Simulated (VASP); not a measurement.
# TiAl3 in VASP: single point with r2SCAN+D3(BJ)

Aim: the single point of TiAl3 with r2SCAN+D3(BJ).

Program: VASP 6.6.1. These are calculated values, not measurements. Logs are shortened: lines on timing, memory, paths and dates and some standing lists are left out, and cuts for length are marked.

## 1. The cell of the first run

The cell holds a slab with vacuum, 16 atoms: a = 5.594 Å, b = 7.911 Å, c = 15.196 Å, α = 90.00°, β = 90.00°, γ = 90.00°.

## 2. Single point, r2SCAN+D3(BJ)

Input file POSCAR:

```
TiAl3
1.0
    5.5941640000      0.0000000000      0.0000000000
    0.0000000000      7.9113420000      0.0000000000
    0.0000000000      0.0000000000     15.1956230000
Ti Al
4 12
Direct
    0.0000000000      0.0000000000      0.0658084000
    0.5000000000      0.0000000000      0.2432128977
    0.0000000000      0.5000000000      0.0658084000
    0.5000000000      0.5000000000      0.2432128977
    0.5000000000      0.0000000000      0.0658084000
    0.2483259034      0.2500000000      0.1498270152
    0.7516740966      0.2500000000      0.1498270152
    0.0000000000      0.0000000000      0.2525454212
    0.7507064457      0.2500000000      0.3344527371
    0.2492935543      0.2500000000      0.3344527371
    0.5000000000      0.5000000000      0.0658084000
    0.2483259034      0.7500000000      0.1498270152
    0.7516740966      0.7500000000      0.1498270152
    0.0000000000      0.5000000000      0.2525454212
    0.7507064457      0.7500000000      0.3344527371
    0.2492935543      0.7500000000      0.3344527371
```

Input file INCAR.step1:

```
PREC = Accurate
ENCUT = 520
ISMEAR = -1
SIGMA = 0.1
LREAL = Auto
LASPH = T
NELM = 60
NBANDS = 56
GGA = PE
ALGO = Normal
EDIFF = 1E-4
LWAVE = T
LCHARG = F
```

Input file INCAR.step2:

```
PREC = Accurate
ENCUT = 520
EDIFF = 1E-6
ISMEAR = -1
SIGMA = 0.1
LREAL = Auto
LASPH = T
NELM = 60
ALGO = Normal
ISIF = 2
LWAVE = F
LCHARG = T
METAGGA = R2SCAN
LMIXTAU = T
IVDW = 12
VDW_S6 = 1.0
VDW_S8 = 0.78981345
VDW_A1 = 0.49484001
VDW_A2 = 5.73083694
LELF = T
LVHAR = T
NBANDS = 56
ISTART = 1
```

Input file KPOINTS:

```
Automatic mesh
0
Gamma
  3 2 1
```

Potentials or basis: VASP PAW PBE potentials, release 64 (Ti_sv, Al).

Started as:

```console
$ cat potpaw_PBE.64/Ti_sv/POTCAR potpaw_PBE.64/Al/POTCAR > POTCAR
$ cp INCAR.step1 INCAR
$ mpirun -np 1 vasp_std > vasp.out
$ cp INCAR.step2 INCAR
$ mpirun -np 1 vasp_std > vasp.out
```

OUTCAR:

```text
PREC = Accurate
   ENCUT = 520
   EDIFF = 1E-6
   ISMEAR = -1
   LREAL = Auto
   LASPH = T
   NELM = 60
   ISIF = 2
   METAGGA = R2SCAN
   IVDW = 12
   ISTART = 1
 IVDW          = 12

 ion  position               nearest neighbor table
   1  0.000  0.000  0.066-   6 2.73   7 2.73  12 2.73  13 2.73   5 2.80   5 2.80   8 2.84
   2  0.500  0.000  0.243-   5 2.70   9 2.79  10 2.79  15 2.79  16 2.79   8 2.80   8 2.80  13 2.81
                             7 2.81   6 2.81  12 2.81
   3  0.000  0.500  0.066-   6 2.73   7 2.73  12 2.73  13 2.73  11 2.80  11 2.80  14 2.84
   4  0.500  0.500  0.243-  11 2.70  10 2.79   9 2.79  15 2.79  16 2.79  14 2.80  14 2.80   7 2.81
                             6 2.81  12 2.81  13 2.81
   5  0.500  0.000  0.066-   2 2.70   6 2.74   7 2.74  12 2.74  13 2.74   1 2.80   1 2.80
   6  0.248  0.250  0.150-   1 2.73   3 2.73   5 2.74  11 2.74   7 2.78  10 2.81   2 2.81   4 2.81
                             7 2.82   8 2.88  14 2.88
   7  0.752  0.250  0.150-   1 2.73   3 2.73   5 2.74  11 2.74   6 2.78   9 2.81   2 2.81   4 2.81
                             6 2.82  14 2.88   8 2.88
   8  0.000  0.000  0.253-   9 2.72  10 2.72  15 2.72  16 2.72   2 2.80   2 2.80   1 2.84  13 2.88
                             6 2.88   7 2.88  12 2.88
   9  0.751  0.250  0.334-   8 2.72  14 2.72  10 2.79   4 2.79   2 2.79  10 2.80   7 2.81
  10  0.249  0.250  0.334-   8 2.72  14 2.72   9 2.79   4 2.79   2 2.79   9 2.80   6 2.81
  11  0.500  0.500  0.066-   4 2.70   6 2.74   7 2.74  12 2.74  13 2.74   3 2.80   3 2.80
  12  0.248  0.750  0.150-   1 2.73   3 2.73   5 2.74  11 2.74  13 2.78  16 2.81   2 2.81   4 2.81
[... 15 lines left out ...]
 A1 = (   5.5941640000,   0.0000000000,   0.0000000000)
 A2 = (   0.0000000000,   7.9113420000,   0.0000000000)
 A3 = (   0.0000000000,   0.0000000000,  15.1956230000)

Analysis of symmetry for initial positions (statically):
=====================================================================
 Subroutine PRICEL returns following result:

  LATTYP: Found a simple orthorhombic cell.
 ALAT       =     3.9556710000
 B/A-ratio  =     1.4142136694
 C/A-ratio  =     3.8414779692

  Lattice vectors:

 A1 = (   0.0000000000,  -3.9556710000,   0.0000000000)
 A2 = (   5.5941640000,   0.0000000000,   0.0000000000)
 A3 = (   0.0000000000,   0.0000000000,  15.1956230000)

   2 primitive cells build up your supercell.

 Routine SETGRP: Setting up the symmetry group for a
 simple orthorhombic supercell.

 Subroutine GETGRP returns: Found  4 space group operations
 (whereof  4 operations were pure point group operations)
 out of a pool of  8 trial point group operations.

The static configuration has the point symmetry C_2v.

Analysis of symmetry for dynamics (positions and initial velocities):
=====================================================================
 Subroutine PRICEL returns following result:

  LATTYP: Found a simple orthorhombic cell.
 ALAT       =     3.9556710000
 B/A-ratio  =     1.4142136694
 C/A-ratio  =     3.8414779692

  Lattice vectors:

 A1 = (   0.0000000000,  -3.9556710000,   0.0000000000)
 A2 = (   5.5941640000,   0.0000000000,   0.0000000000)
 A3 = (   0.0000000000,   0.0000000000,  15.1956230000)

   2 primitive cells build up your supercell.

 Routine SETGRP: Setting up the symmetry group for a
 simple orthorhombic supercell.

 Subroutine GETGRP returns: Found  4 space group operations
 (whereof  4 operations were pure point group operations)
 out of a pool of  8 trial point group operations.

The dynamic configuration has the point symmetry C_2v.

 Subroutine INISYM returns: Found  4 space group operations
 (whereof  4 operations are pure point group operations),
 and found     2 'primitive' translations

----------------------------------------------------------------------------------------

                                     Primitive cell

  volume of cell :     336.2590

  direct lattice vectors                    reciprocal lattice vectors
     0.000000000 -3.955671000  0.000000000     0.000000000 -0.252801611  0.000000000
     5.594164000  0.000000000  0.000000000     0.178757720  0.000000000  0.000000000
     0.000000000  0.000000000 15.195623000     0.000000000  0.000000000  0.065808424

  length of vectors
     3.955671000  5.594164000 15.195623000     0.252801611  0.178757720  0.065808424

  position of ions in fractional coordinates (direct lattice)
     0.000000000  0.000000000  0.065808400
     0.000000000  0.500000000  0.243212898
     0.000000000  0.500000000  0.065808400
     0.500000000  0.248325903  0.149827015
     0.500000000  0.751674097  0.149827015
     0.000000000  0.000000000  0.252545421
     0.500000000  0.750706446  0.334452737
     0.500000000  0.249293554  0.334452737

  ion indices of the primitive-cell ions
   primitive index   ion index
                 1           1
                 2           2
                 3           5
                 4           6
                 5           7
                 6           8
                 7           9
                 8          10

----------------------------------------------------------------------------------------

 KPOINTS: Automatic mesh

Automatic generation of k-mesh.
 Grid dimensions read from file:
 generate k-points for:    3    2    1

 Generating k-lattice:

  Cartesian coordinates                     Fractional coordinates (reciprocal lattice)
     0.059585907  0.000000000  0.000000000     0.333333333  0.000000000  0.000000000
     0.000000000  0.063200403  0.000000000     0.000000000  0.500000000  0.000000000
     0.000000000  0.000000000  0.065808424     0.000000000  0.000000000  1.000000000

  Length of vectors
     0.059585907  0.063200403  0.065808424

  Shift w.r.t. Gamma in fractional coordinates (k-lattice)
     0.000000000  0.000000000  0.000000000

 Subroutine IBZKPT returns following result:
 ===========================================

 Found      4 irreducible k-points:

 Following reciprocal coordinates:
            Coordinates               Weight
  0.000000  0.000000  0.000000      1.000000
  0.333333  0.000000  0.000000      2.000000
  0.000000  0.500000  0.000000      1.000000
  0.333333  0.500000  0.000000      2.000000
   k-points           NKPTS =      4   k-points in BZ     NKDIM =      4   number of bands    NBANDS=     56
   number of dos      NEDOS =    301   number of ions     NIONS =     16
   total plane-waves  NPLWV = 302400
   dimension x,y,z NGX =    42 NGY =   60 NGZ =  120
   dimension x,y,z NGXF=    84 NGYF=  120 NGZF=  240
   ions per type =               4  12
   NGX,Y,Z   is equivalent  to a cutoff of  12.48, 12.61, 13.13 a.u.
   NGXF,Y,Z  is equivalent  to a cutoff of  24.96, 25.22, 26.26 a.u.
 SYSTEM =  unknown system
   PREC   = accura    normal or accurate (medium, high low for compatibility)
   ISTART =      1    job   : 0-new  1-cont  2-samecut
   ICHARG =      0    charge: 1-file 2-atom 10-const
   ISPIN  =      1    spin polarized calculation?
   LNONCOLLINEAR =      F non collinear calculations
   LSORBIT =      F    spin-orbit coupling
   LASPH  =      T    aspherical Exc in radial PAW
   ENCUT  =  520.0 eV  38.22 Ry    6.18 a.u.  10.40 14.71 28.25*2*pi/ulx,y,z
   NELM   =     60;   NELMIN=  2; NELMDL=  0     # of ELM steps
   EDIFF  = 0.1E-05   stopping-criterion for ELM
   LREAL  =      T    real-space projection
   EDIFFG = 0.1E-04   stopping-criterion for IOM
   NSW    =      0    number of steps for IOM
   IBRION =     -1    ionic relax: 0-MD 1-quasi-New 2-CG
   NFREE  =      0    steps in history (QN), initial steepest desc. (CG)
   ISIF   =      2    stress and relaxation
   ISYM   =      2    0-nonsym 1-usesym 2-fastsym
   POTIM  = 0.5000    time-step for ionic-motion
   TEBEG  =    0.0;   TEEND  =   0.0 temperature during run
   PSTRESS=    0.0 pullay stress
   NELECT =      84.0000    total number of electrons
   NUPDOWN=      -1.0000    fix difference up-down
   EMIN   =  10.00;   EMAX   =-10.00  energy-range for DOS
   EFERMI =   0.00;   METHOD = LEGACY
   ISMEAR =    -1;   SIGMA  =   0.10  broadening in eV -4-tet -1-fermi 0-gaus
   EFERMI_NEDOS =   21; number of points for ismear=-14 and -15
   IALGO  =     38    algorithm
   IMIX   =      4    mixing-type and parameters
     AMIX     =   0.40;   BMIX     =  1.00
     AMIX_MAG =   1.60;   BMIX_MAG =  1.00
  volume/ion in A,a.u.               =      42.03       283.65
  Fermi-wavevector in a.u.,A,eV,Ry     =   0.818339  1.546437  9.111534  0.669679
  Thomas-Fermi vector in A             =   1.928948
   LORBIT       =      0    0 simple, 1 ext, 2 COOP (PROOUT), +10 PAW based schemes
   METAGGA = R2SCAN    functional components
   LHFCALC =     F    Hartree Fock is set to
   AEXX    =    0.0000 exact exchange contribution
   IVDW    =    12    specifies the selected vdW correction
   LEPSILON=     F    determine dielectric tensor
   LRPA    =     F    only Hartree local field effects (RPA)
 non-spin polarized calculation
  energy-cutoff  :      520.00
  volume of cell :      672.52
 maximum number of plane-waves:     18120
 NGX is ok and might be reduce to    42
   NGX = 21   NGY = 29   NGZ = 57

 number of electron      83.9999987 magnetization

 Free energy of the ion-electron system (eV)
  ---------------------------------------------------
  ext. energy  EPLUGINS =         0.00000000
  ---------------------------------------------------
  free energy    TOTEN  =      -129.83300417 eV

  energy without entropy =     -129.46018144  energy(sigma->0) =     -129.64659281

 E-fermi :   0.8117     XC(G=0):  -5.5301

 val. band max:        0.6904420169   @ k =   0.3333   0.0000   0.0000
 cond. band min:       0.8521808657   @ k =   0.3333   0.5000   0.0000
 fundamental gap:      0.1617388488
 Fermi energy:         0.8117449387

 k-point     1 :       0.0000    0.0000    0.0000
  band No.  band energies     occupation
      1     -58.7646      2.00000
      2     -58.7638      2.00000
      3     -58.3114      2.00000
      4     -58.3105      2.00000
      5     -34.1805      2.00000
      6     -34.1790      2.00000
[... 217 lines left out ...]
     53       2.4005      0.00000
     54       2.4005      0.00000
 [bands above 54 left out]

------------------------ aborting loop because EDIFF is reached ----------------------------------------

 Edisp (eV)   -1.70146

 E8    (eV) :    -0.6525

  FORCE on cell =-STRESS in cart. coord.  units (eV):
  Direction    XX          YY          ZZ          XY          YZ          ZX
  --------------------------------------------------------------------------------------
  -------------------------------------------------------------------------------------
  Total     -14.15254    -7.21491     0.11239     0.00000     0.00000     0.00000
  in kB     -33.71639   -17.18849     0.26776     0.00000     0.00000     0.00000
  external pressure =      -16.88 kB  Pullay stress =        0.00 kB

 VOLUME and BASIS-vectors are now :
 -----------------------------------------------------------------------------
  energy-cutoff  :      520.00
  volume of cell :      672.52
      direct lattice vectors                 reciprocal lattice vectors
     5.594164000  0.000000000  0.000000000     0.178757720  0.000000000  0.000000000
     0.000000000  7.911342000  0.000000000     0.000000000  0.126400805  0.000000000
     0.000000000  0.000000000 15.195623000     0.000000000  0.000000000  0.065808424

 POSITION                                       TOTAL-FORCE (eV/Angst)
 -----------------------------------------------------------------------------------
      0.00000      0.00000      1.00000         0.000000     -0.000000      0.673870
      2.79708      0.00000      3.69577        -0.000000     -0.000000      0.065435
      0.00000      3.95567      1.00000         0.000000     -0.000000      0.673870
      2.79708      3.95567      3.69577        -0.000000      0.000000      0.065435
      2.79708      0.00000      1.00000         0.000000     -0.000000     -0.748837
      1.38918      1.97784      2.27671         0.014440      0.000000      0.016803
[... 8 lines left out ...]
      4.19957      5.93351      5.08222        -0.018389     -0.000000     -0.028338
      1.39459      5.93351      5.08222         0.018389     -0.000000     -0.028338
 -----------------------------------------------------------------------------------
    total drift:                                0.000000      0.000000     -0.007868

  FREE ENERGIE OF THE ION-ELECTRON SYSTEM (eV)
  ---------------------------------------------------
  free  energy   TOTEN  =      -131.5344601682 eV

  energy  without entropy=     -131.1616374316  energy(sigma->0) =     -131.34804880
```

Wall time 25 min (1 thread of Intel Xeon Platinum 8488C (Sapphire Rapids), shared host); peak memory 0.76 GiB.

Results:

| Item | Value |
| --- | --- |
| Free energy | -131.5345 eV |
| Largest force | 0.749 eV/Å |
| Band gap on the k mesh | zero (bands 42 and 43 overlap by 0.02 eV) |
| Dispersion energy per atom | -0.106 eV |

Forces on the atoms (eV/Å):
```
Ti   0.000  0.000  0.674
Ti   0.000  0.000  0.065
Ti   0.000  0.000  0.674
Ti   0.000  0.000  0.065
Al   0.000  0.000 -0.749
Al   0.014  0.000  0.017
Al  -0.014  0.000  0.017
Al   0.000  0.000  0.033
Al  -0.018  0.000 -0.028
Al   0.018  0.000 -0.028
Al   0.000  0.000 -0.749
Al   0.014  0.000  0.017
Al  -0.014  0.000  0.017
Al   0.000  0.000  0.033
Al  -0.018  0.000 -0.028
Al   0.018  0.000 -0.028
```

Levels at points of the mesh, in eV from the Fermi level:
```tsv
k point	band 39	band 40	band 41	band 42	band 43	band 44	band 45	band 46
(0.00, 0.00, 0.00)	-0.54	-0.52	-0.51	-0.17	0.14	0.31	0.42	0.75
(0.00, 0.50, 0.00)	-0.55	-0.55	-0.45	-0.45	0.14	0.14	0.58	0.58
```

Caveat: the k points lie up to 0.40 Å⁻¹ apart; the PAW data sets were made with another functional, which shifts forces and pressure a little.
